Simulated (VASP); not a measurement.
# H23NO10 in VASP: further runs, part 3 of 4

VASP 6.6.1. The steps go on from the part before.

### 4 Single point, PBE+D3(BJ)

INCAR reads:

```
ALGO = Normal ; EDIFF = 1E-6
ENCUT = 520 ; GGA = PE
ISIF = 2 ; ISMEAR = -1
IVDW = 12 ; LASPH = True
LCHARG = True ; LELF = True
LREAL = Auto ; LVHAR = True
LWAVE = False ; NBANDS = 67
NELM = 60 ; PREC = Accurate
SIGMA = 0.02
```

KPOINTS reads:

```
k-points
0
Gamma
  1 1 1
```

POSCAR reads:

```
H23NO10
1.0
    6.9726830000      0.0000000000      0.0000000000
    0.0000000000      6.9726830000      0.0000000000
    0.0000000000      0.0000000000      6.9726830000
O H N
10 23 1
Direct
    0.8451983261      0.7603816207      0.0003728837
    0.4693602161      0.6204498326      0.1549762122
    1.0210990518      0.8392465282      0.3815891243
    0.3759385017      0.4498842124      0.4610707241
    0.6450171333      0.1429148579      0.4978714793
    0.3837116932      0.8642010543      0.5970872331
    0.2637578677      0.0946550990     -0.1204557844
    0.9080579169      1.0903693743      0.7676958783
    0.9230736576      0.5023747674      0.7017528260
    0.4780656169      0.4191213052      0.8253350970
    0.8948922531      0.6505386807     -0.0639352169
    0.9157163749      0.7712526154      0.1137869024
    0.4551762930      0.5633986229      0.0243091504
    0.5627675889      0.7147033645      0.1477766880
    1.1383422995      0.8666247985      0.4467720675
    0.9439264627      0.9291258473      0.4561228440
    0.2432349212      0.4064576003      0.4151343177
    0.4424408796      0.5203879195      0.3604351438
    0.6997449906      0.1485798221      0.6285241994
    0.5383293633      0.2378711322      0.4984451466
    0.4805037028      0.9657975273      0.5603295030
    0.4464278671      0.7534259051      0.5360777193
    0.3012470236      0.0058944312     -0.2178931697
    0.3525328772      0.2094746025     -0.1415093731
    0.8670693906      0.9784755739      0.8412687053
    1.0501696406      1.1130148897      0.8188669985
    0.9172079098      0.3640492476      0.7240541410
    0.9729396848      0.5355183937      0.5790310559
    0.4309388509      0.4581306794      0.6911686649
    0.6223572762      0.4091538365      0.8061315852
   -0.0597904709      0.2962274350      0.2484122683
    0.1512186916      0.3555589721      0.1346970743
    0.1293476270      0.1487088973      0.2404813183
    0.0893486768      0.2913512632      0.2538477656
```

Potentials or basis: VASP PAW PBE potentials, release 64 (O, H, N).

Command:

```sh
> cat potpaw_PBE.64/O/POTCAR potpaw_PBE.64/H/POTCAR potpaw_PBE.64/N/POTCAR > POTCAR
> mpirun -np 1 vasp_gam > vasp.out
```

OUTCAR:

```text
EDIFF = 1E-6
   ENCUT = 520
   GGA = PE
   ISIF = 2
   ISMEAR = -1
   IVDW = 12
   LASPH = True
   LREAL = Auto
   NELM = 60
   PREC = Accurate
 IVDW          = 12

 ion  position               nearest neighbor table
   1  0.845  0.760  0.000-  12 0.93  11 0.95
   2  0.469  0.620  0.155-  14 0.93  13 1.00
   3  0.021  0.839  0.382-  15 0.95  16 0.98
   4  0.376  0.450  0.461-  18 0.97  17 1.02
   5  0.645  0.143  0.498-  19 0.99  20 1.00
   6  0.384  0.864  0.597-  22 0.98  21 1.01
   7  0.264  0.095  0.880-  23 0.96  24 1.02
   8  0.908  0.090  0.768-  25 0.98  26 1.06
   9  0.923  0.502  0.702-  28 0.95  27 0.98
  10  0.478  0.419  0.825-  30 1.02  29 1.03
  11  0.895  0.651  0.936-   1 0.95
  12  0.916  0.771  0.114-   1 0.93
  13  0.455  0.563  0.024-   2 1.00
  14  0.563  0.715  0.148-   2 0.93
  15  0.138  0.867  0.447-   3 0.95
  16  0.944  0.929  0.456-   3 0.98
[... 15 lines left out ...]
  32  0.151  0.356  0.135-  34 1.04
  33  0.129  0.149  0.240-  34 1.04
  34  0.089  0.291  0.254-  33 1.04  32 1.04  31 1.04

  LATTYP: Found a simple cubic cell.
 ALAT       =     6.9726830000

  Lattice vectors:

 A1 = (   6.9726830000,   0.0000000000,   0.0000000000)
 A2 = (   0.0000000000,   6.9726830000,   0.0000000000)
 A3 = (   0.0000000000,   0.0000000000,   6.9726830000)

Analysis of symmetry for initial positions (statically):
=====================================================================
 Subroutine PRICEL returns:
 Original cell was already a primitive cell.

 Routine SETGRP: Setting up the symmetry group for a
 simple cubic supercell.

 Subroutine GETGRP returns: Found  1 space group operations
 (whereof  1 operations were pure point group operations)
 out of a pool of 48 trial point group operations.

The static configuration has the point symmetry C_1 .

Analysis of symmetry for dynamics (positions and initial velocities):
=====================================================================
 Subroutine PRICEL returns:
 Original cell was already a primitive cell.

 Routine SETGRP: Setting up the symmetry group for a
 simple cubic supercell.

 Subroutine GETGRP returns: Found  1 space group operations
 (whereof  1 operations were pure point group operations)
 out of a pool of 48 trial point group operations.

The dynamic configuration has the point symmetry C_1 .

 Subroutine INISYM returns: Found  1 space group operations
 (whereof  1 operations are pure point group operations),
 and found     1 'primitive' translations

----------------------------------------------------------------------------------------

                                     Primitive cell

  volume of cell :     339.0001

  direct lattice vectors                    reciprocal lattice vectors
     6.972683000  0.000000000  0.000000000     0.143416817  0.000000000  0.000000000
     0.000000000  6.972683000  0.000000000     0.000000000  0.143416817  0.000000000
     0.000000000  0.000000000  6.972683000     0.000000000  0.000000000  0.143416817

  length of vectors
     6.972683000  6.972683000  6.972683000     0.143416817  0.143416817  0.143416817

  position of ions in fractional coordinates (direct lattice)
     0.845198326  0.760381621  0.000372884
     0.469360216  0.620449833  0.154976212
     0.021099052  0.839246528  0.381589124
     0.375938502  0.449884212  0.461070724
     0.645017133  0.142914858  0.497871479
     0.383711693  0.864201054  0.597087233
[... 26 lines left out ...]
     0.129347627  0.148708897  0.240481318
     0.089348677  0.291351263  0.253847766

  ion indices of the primitive-cell ions
   primitive index   ion index
                 1           1
                 2           2
                 3           3
                 4           4
                 5           5
                 6           6
[... 26 lines left out ...]
                33          33
                34          34

----------------------------------------------------------------------------------------

 KPOINTS: k-points

Automatic generation of k-mesh.
 Grid dimensions read from file:
 generate k-points for:    1    1    1

 Generating k-lattice:

  Cartesian coordinates                     Fractional coordinates (reciprocal lattice)
     0.143416817  0.000000000  0.000000000     1.000000000  0.000000000  0.000000000
     0.000000000  0.143416817  0.000000000     0.000000000  1.000000000  0.000000000
     0.000000000  0.000000000  0.143416817     0.000000000  0.000000000  1.000000000

  Length of vectors
     0.143416817  0.143416817  0.143416817

  Shift w.r.t. Gamma in fractional coordinates (k-lattice)
     0.000000000  0.000000000  0.000000000

 Subroutine IBZKPT returns following result:
 ===========================================

 Found      1 irreducible k-points:

 Following reciprocal coordinates:
            Coordinates               Weight
  0.000000  0.000000  0.000000      1.000000
   k-points           NKPTS =      1   k-points in BZ     NKDIM =      1   number of bands    NBANDS=     67
   number of dos      NEDOS =    301   number of ions     NIONS =     34
   total plane-waves  NPLWV = 157464
   dimension x,y,z NGX =    54 NGY =   54 NGZ =   54
   dimension x,y,z NGXF=   108 NGYF=  108 NGZF=  108
   ions per type =              10  23   1
   NGX,Y,Z   is equivalent  to a cutoff of  12.87, 12.87, 12.87 a.u.
   NGXF,Y,Z  is equivalent  to a cutoff of  25.75, 25.75, 25.75 a.u.
 SYSTEM =  unknown system
   PREC   = accura    normal or accurate (medium, high low for compatibility)
   ISTART =      0    job   : 0-new  1-cont  2-samecut
   ICHARG =      2    charge: 1-file 2-atom 10-const
   ISPIN  =      1    spin polarized calculation?
   LNONCOLLINEAR =      F non collinear calculations
   LSORBIT =      F    spin-orbit coupling
   LASPH  =      T    aspherical Exc in radial PAW
   ENCUT  =  520.0 eV  38.22 Ry    6.18 a.u.  12.96 12.96 12.96*2*pi/ulx,y,z
   NELM   =     60;   NELMIN=  2; NELMDL= -5     # of ELM steps
   EDIFF  = 0.1E-05   stopping-criterion for ELM
   LREAL  =      T    real-space projection
   EDIFFG = 0.1E-04   stopping-criterion for IOM
   NSW    =      0    number of steps for IOM
   IBRION =     -1    ionic relax: 0-MD 1-quasi-New 2-CG
   NFREE  =      0    steps in history (QN), initial steepest desc. (CG)
   ISIF   =      2    stress and relaxation
   ISYM   =      2    0-nonsym 1-usesym 2-fastsym
   POTIM  = 0.5000    time-step for ionic-motion
   TEBEG  =    0.0;   TEEND  =   0.0 temperature during run
   PSTRESS=    0.0 pullay stress
   NELECT =      88.0000    total number of electrons
   NUPDOWN=      -1.0000    fix difference up-down
   EMIN   =  10.00;   EMAX   =-10.00  energy-range for DOS
   EFERMI =   0.00;   METHOD = LEGACY
   ISMEAR =    -1;   SIGMA  =   0.02  broadening in eV -4-tet -1-fermi 0-gaus
   EFERMI_NEDOS =   21; number of points for ismear=-14 and -15
   IALGO  =     38    algorithm
   IMIX   =      4    mixing-type and parameters
     AMIX     =   0.40;   BMIX     =  1.00
     AMIX_MAG =   1.60;   BMIX_MAG =  1.00
  volume/ion in A,a.u.               =       9.97        67.28
  Fermi-wavevector in a.u.,A,eV,Ry     =   1.044325  1.973489 14.838723  1.090615
  Thomas-Fermi vector in A             =   2.179073
   LORBIT       =      0    0 simple, 1 ext, 2 COOP (PROOUT), +10 PAW based schemes
   GGA     = PE    functional components
   LHFCALC =     F    Hartree Fock is set to
   AEXX    =    0.0000 exact exchange contribution
   IVDW    =    12    specifies the selected vdW correction
   LEPSILON=     F    determine dielectric tensor
   LRPA    =     F    only Hartree local field effects (RPA)
 non-spin polarized calculation
  energy-cutoff  :      520.00
  volume of cell :      339.00
 maximum number of plane-waves:      4547
 NGX is ok and might be reduce to    50
   NGX = 25   NGY = 25   NGZ = 25

 number of electron      87.9999994 magnetization

 Free energy of the ion-electron system (eV)
  ---------------------------------------------------
  ext. energy  EPLUGINS =         0.00000000
  ---------------------------------------------------
  free energy    TOTEN  =      -165.60703380 eV

  energy without entropy =     -165.60703380  energy(sigma->0) =     -165.60703380

 E-fermi :  -3.0138     XC(G=0):  -6.7514

 val. band max:       -3.5948721994   @ k =   0.0000   0.0000   0.0000
 cond. band min:       1.0375952769   @ k =   0.0000   0.0000   0.0000
 fundamental gap:      4.6324674762
 Fermi energy:        -3.0137545317

 k-point     1 :       0.0000    0.0000    0.0000
  band No.  band energies     occupation
      1     -22.7004      2.00000
      2     -22.4355      2.00000
      3     -22.3604      2.00000
      4     -22.2174      2.00000
      5     -22.1437      2.00000
      6     -22.0718      2.00000
[... 48 lines left out ...]
     55       6.2081      0.00000
     56       6.4817      0.00000
 [bands above 56 left out]

------------------------ aborting loop because EDIFF is reached ----------------------------------------

 Edisp (eV)   -1.15548

 E8    (eV) :    -0.2352

  FORCE on cell =-STRESS in cart. coord.  units (eV):
  Direction    XX          YY          ZZ          XY          YZ          ZX
  --------------------------------------------------------------------------------------
  -------------------------------------------------------------------------------------
  Total      -1.75173     1.90218     2.98085     0.17241     0.99820     0.35711
  in kB      -8.27898     8.99007    14.08805     0.81484     4.71766     1.68776
  external pressure =        4.93 kB  Pullay stress =        0.00 kB

 VOLUME and BASIS-vectors are now :
 -----------------------------------------------------------------------------
  energy-cutoff  :      520.00
  volume of cell :      339.00
      direct lattice vectors                 reciprocal lattice vectors
     6.972683000  0.000000000  0.000000000     0.143416817  0.000000000  0.000000000
     0.000000000  6.972683000  0.000000000     0.000000000  0.143416817  0.000000000
     0.000000000  0.000000000  6.972683000     0.000000000  0.000000000  0.143416817

 POSITION                                       TOTAL-FORCE (eV/Angst)
 -----------------------------------------------------------------------------------
      5.89330      5.30190      0.00260        -1.705201      0.826898     -1.115874
      3.27270      4.32620      1.08060        -1.902238     -1.552656     -0.036195
      0.14712      5.85180      2.66070        -1.153164      0.200674     -0.116763
      2.62130      3.13690      3.21490        -0.545725     -0.854506      1.889712
      4.49750      0.99650      3.47150        -0.805064      0.054245      0.325280
      2.67550      6.02580      4.16330         0.926054      0.120923     -0.867776
[... 26 lines left out ...]
      0.90190      1.03690      1.67680        -0.341242      0.472576      0.106155
      0.62300      2.03150      1.77000         0.051588     -0.210218     -0.253526
 -----------------------------------------------------------------------------------
    total drift:                               -0.002562     -0.003538     -0.007404

  FREE ENERGIE OF THE ION-ELECTRON SYSTEM (eV)
  ---------------------------------------------------
  free  energy   TOTEN  =      -166.7625139337 eV

  energy  without entropy=     -166.7625139337  energy(sigma->0) =     -166.76251393
```

Run time: 50 s. Hardware: 1 thread of Intel Xeon Platinum 8488C (Sapphire Rapids), shared host; peak memory 0.35 GiB.

What came out:

* Free energy: -166.7625 eV
* Pressure: 0.5 GPa
* Largest force: 2.772 eV/Å
* Band gap on the k mesh: 4.63 eV
* Dispersion energy per atom: -0.034 eV

Forces on the atoms (eV/Å):
```
O   -1.705  0.827 -1.116
O   -1.902 -1.553 -0.036
O   -1.153  0.201 -0.117
O   -0.546 -0.855  1.890
O   -0.805  0.054  0.325
O    0.926  0.121 -0.868
O    0.203  1.999  0.792
O    1.229  0.755  0.278
O   -0.778 -0.021  1.646
O    1.464  0.021 -0.845
H    0.398 -0.956 -1.111
H    1.367  0.477  2.213
H    0.303  0.104  0.342
H    1.996  1.834 -0.580
H    1.889 -0.346  0.370
H   -0.780  0.005 -0.113
H    0.654  0.049 -0.395
H   -0.165  0.158 -1.287
H    0.524 -0.106 -0.341
H    0.253  0.125 -0.419
H   -0.250 -0.020 -0.017
H   -0.693 -0.082  0.480
H    0.426 -1.303 -0.725
H   -0.641 -0.664  0.297
H   -0.104 -0.414  0.441
H   -1.110 -0.372 -0.461
H    0.330 -0.191 -0.556
H    0.359  0.001 -0.977
H    0.097 -0.247  0.473
H   -1.627  0.267  0.318
H    0.847  0.023 -0.177
H   -0.718 -0.154  0.422
H   -0.341  0.473  0.106
N    0.052 -0.210 -0.254
```

Stress tensor (GPa, compression positive):
```
-0.83  0.08  0.17
 0.08  0.90  0.47
 0.17  0.47  1.41
```

Levels at points of the mesh, in eV from the valence-band top:
| k point | band 40 | band 41 | band 42 | band 43 | band 44 | band 45 | band 46 | band 47 | band 48 | band 49 |
| --- | --- | --- | --- | --- | --- | --- | --- | --- | --- | --- |
| (0.00, 0.00, 0.00) | -0.51 | -0.40 | -0.30 | -0.26 | 0.00 | 4.63 | 7.34 | 7.69 | 7.85 | 8.18 |

Caveat: the k points lie up to 0.90 Å⁻¹ apart.

### 5 Single point, PBE+D3(BJ)

INCAR reads:

```
  ALGO = Normal
  EDIFF = 1E-6
  ENCUT = 520
  GGA = PE
  ISIF = 2
  ISMEAR = -1
  IVDW = 12
  LASPH = True
  LCHARG = False
  LREAL = Auto
  LWAVE = False
  NBANDS = 67
  NELM = 100
  PREC = Accurate
  SIGMA = 0.02
```

KPOINTS is that of step 4.

POSCAR reads:

```
H23NO10
1.0
    6.9726830000      0.0000000000      0.0000000000
    0.0000000000      6.9726830000      0.0000000000
    0.0000000000      0.0000000000      6.9726830000
O H N
10 23 1
Direct
    0.8364785836      0.7669357692     -0.0147145654
    0.4645557528      0.6308188684      0.1524090512
    1.0458671361      0.8344564065      0.4349545218
    0.3412029487      0.4238397185      0.4748100552
    0.6124471742      0.1004204551      0.4567825613
    0.3810297987      0.8429036570      0.6185710723
    0.2624957997      0.1734626398     -0.1416384482
    0.8855988434      1.0942129450      0.7750961861
    0.9472250495      0.5186956011      0.6879704699
    0.5480817069      0.4585035631      0.7890649840
    0.8924111422      0.6550706521     -0.1020840902
    0.9101804858      0.7701196225      0.0990723370
    0.5105638676      0.5560843652      0.0414474600
    0.5668406265      0.7205117456      0.1581026988
    1.1802630350      0.8138330683      0.4796718853
    1.0048786099      0.9146407488      0.5459734796
    0.2236155007      0.3648380401      0.4329610281
    0.3895630993      0.4890370034      0.3605785606
    0.7142587724      0.1258482567      0.5494585083
    0.5374401791      0.2165880766      0.4376507580
    0.4927371573      0.9007149759      0.5451560038
    0.4541293502      0.7638379660      0.7144308726
    0.2882678016      0.0464813903     -0.1818812070
    0.3790363050      0.2477095259     -0.1738642069
    0.8701671939      0.9867937493      0.8632401616
    1.0123362843      1.1399055428      0.7958055744
    1.0546872703      0.4309818760      0.6695127256
    0.9473684663      0.6060077591      0.5796620899
    0.4852794828      0.4498842124      0.6598320905
    0.6904085558      0.4562806025      0.7580869516
   -0.0875703083      0.2264408120      0.2834776800
    0.0917150543      0.2805376352      0.1468588203
    0.1036903585      0.0855337895      0.3012900486
    0.0604932133      0.2331814023      0.2843094975
```

Potentials or basis: VASP PAW PBE potentials, release 64 (O, H, N).

Command:

```sh
> cat potpaw_PBE.64/O/POTCAR potpaw_PBE.64/H/POTCAR potpaw_PBE.64/N/POTCAR > POTCAR
> mpirun -np 1 vasp_gam > vasp.out
```

OUTCAR:

```text
EDIFF = 1E-6
   ENCUT = 520
   GGA = PE
   ISIF = 2
   ISMEAR = -1
   IVDW = 12
   LASPH = True
   LREAL = Auto
   NELM = 100
   PREC = Accurate
 IVDW          = 12

 ion  position               nearest neighbor table
   1  0.836  0.767  0.985-  12 0.95  11 1.06
   2  0.465  0.631  0.152-  14 0.95  13 0.99
   3  0.046  0.834  0.435-  16 1.00  15 1.00
   4  0.341  0.424  0.475-  17 0.96  18 0.98
[... 330 lines left out ...]
  -------------------------------------------------------------------------------------
  Total       0.60659     0.76094    -1.93658     3.68344    -0.71642     1.70887
  in kB       2.86688     3.59635    -9.15263    17.40863    -3.38593     8.07642
  external pressure =       -0.90 kB  Pullay stress =        0.00 kB

 VOLUME and BASIS-vectors are now :
 -----------------------------------------------------------------------------
  energy-cutoff  :      520.00
  volume of cell :      339.00
      direct lattice vectors                 reciprocal lattice vectors
     6.972683000  0.000000000  0.000000000     0.143416817  0.000000000  0.000000000
     0.000000000  6.972683000  0.000000000     0.000000000  0.143416817  0.000000000
     0.000000000  0.000000000  6.972683000     0.000000000  0.000000000  0.143416817

 POSITION                                       TOTAL-FORCE (eV/Angst)
 -----------------------------------------------------------------------------------
      5.83250      5.34760      6.87008        -0.078284     -1.706882     -2.478926
      3.23920      4.39850      1.06270        -0.585942     -1.093097     -0.219353
      0.31982      5.81840      3.03280        -0.012792      0.191452      0.959221
      2.37910      2.95530      3.31070         1.649614      0.409285      0.681093
      4.27040      0.70020      3.18500         0.500266     -0.563248     -0.513433
      2.65680      5.87730      4.31310         1.859261     -0.464941      0.790798
[... 26 lines left out ...]
      0.72300      0.59640      2.10080        -0.508466      1.723046     -0.523255
      0.42180      1.62590      1.98240        -0.199097     -1.077208     -0.302938
 -----------------------------------------------------------------------------------
    total drift:                               -0.003043      0.002168      0.006071

  FREE ENERGIE OF THE ION-ELECTRON SYSTEM (eV)
  ---------------------------------------------------
  free  energy   TOTEN  =      -166.9571870012 eV

  energy  without entropy=     -166.9571870012  energy(sigma->0) =     -166.95718700
```

stdout:

```text
POSCAR found type information on POSCAR O H N
 POSCAR found :  3 types and      34 ions
 scaLAPACK will be used
 LDA part: xc-table for (Slater+PW92), standard interpolation
 POSCAR, INCAR and KPOINTS ok, starting setup
 FFT: planning ... GRIDC
 FFT: planning ... GRID_SOFT
 FFT: planning ... GRID
 WAVECAR not read
 entering main loop
```

Wall time 55 s (1 thread of Intel Xeon Platinum 8488C (Sapphire Rapids), shared host); peak memory 0.34 GiB.

What came out:

| Item | Value |
| --- | --- |
| Free energy | -166.9572 eV |
| Pressure | -0.1 GPa |
| Largest force | 3.011 eV/Å |
| Band gap on the k mesh | 4.34 eV |
| Dispersion energy per atom | -0.034 eV |

Forces in eV/Å, atoms in the order of the input:
```
O   -0.078 -1.707 -2.479
O   -0.586 -1.093 -0.219
O   -0.013  0.191  0.959
O    1.650  0.409  0.681
O    0.500 -0.563 -0.513
O    1.859 -0.465  0.791
O   -0.238  1.742  0.530
O   -1.410 -0.214 -1.071
O   -0.421 -0.389  0.730
O    1.400  0.036 -0.563
H   -0.658  1.795  1.271
H    1.028 -0.033  1.363
H   -0.524 -0.188 -0.155
H    0.951  1.179  0.333
H    0.064 -0.327 -0.239
H   -0.383 -0.090 -0.565
H   -1.512 -1.114 -0.828
H    0.150  0.676 -0.482
H    0.108  0.166  0.397
H   -0.356  0.255  0.261
H   -1.014  0.479  0.217
H   -0.977  0.130 -0.647
H    0.578 -1.599 -0.721
H   -0.174 -0.043  0.211
H   -0.247 -0.630  0.393
H    1.512  0.673  0.314
H   -0.063  0.160  0.052
H    0.395  0.549 -0.607
H   -0.292  0.113  0.306
H   -1.138 -0.182  0.361
H    0.316 -0.019  0.258
H    0.279 -0.542  0.486
H   -0.508  1.723 -0.523
N   -0.199 -1.077 -0.303
```

Caveat: the k points lie up to 0.90 Å⁻¹ apart; the atoms stand as in a frame of molecular dynamics.

[end of part 3 of 4]
